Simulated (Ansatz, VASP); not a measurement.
# TaSi in VASP and in Ansatz

```xyz
4
Lattice="3.4208 0.0000 0.0000 -1.7104 2.9625 0.0000 0.0000 0.0000 6.7390" Properties=species:S:1:pos:R:3 pbc="T T T"
Ta    0.0000    1.9750    5.6895
Ta    1.7104    0.9875    1.0495
Si    0.0000    1.9750    2.7469
Si    1.7104    0.9875    3.9921
```

Alike in both runs: functional PBE; k mesh 6 × 6 × 2; occupations gaussian, width 0.1 eV; no spin polarisation.

Ansatz relaxed the structure, and its values are those at the end. VASP's run is a single point on that final structure, the one shown.

```csv
,VASP,Ansatz
version,VASP 6.6.1,Ansatz 0.2.0
potentials or method,"VASP PAW PBE potentials, release 64 (Ta_pv, Si), cutoff 520 eV","scalar-relativistic, plane waves, PAW"
valence electrons in the cell,30,34
```

|  | VASP | Ansatz | Ansatz less VASP |
| --- | --- | --- | --- |
| gap on the k mesh at the Fermi level (eV) | none | none | - |
| pressure (GPa) | 0.1 | 0.0 | -0.02 |
| rms of the force components (eV/Å) | 0.014 | 0.005 | -0.0084 |

A gap of «none» marks a metal or a gap that the smearing closes. VASP's potentials hold 30 valence electrons a cell and Ansatz's 34, so a difference there can come from the potentials and not from the codes.

The k mesh is coarse, so the values compare programs but aren't converged. Spin-orbit coupling is off throughout.
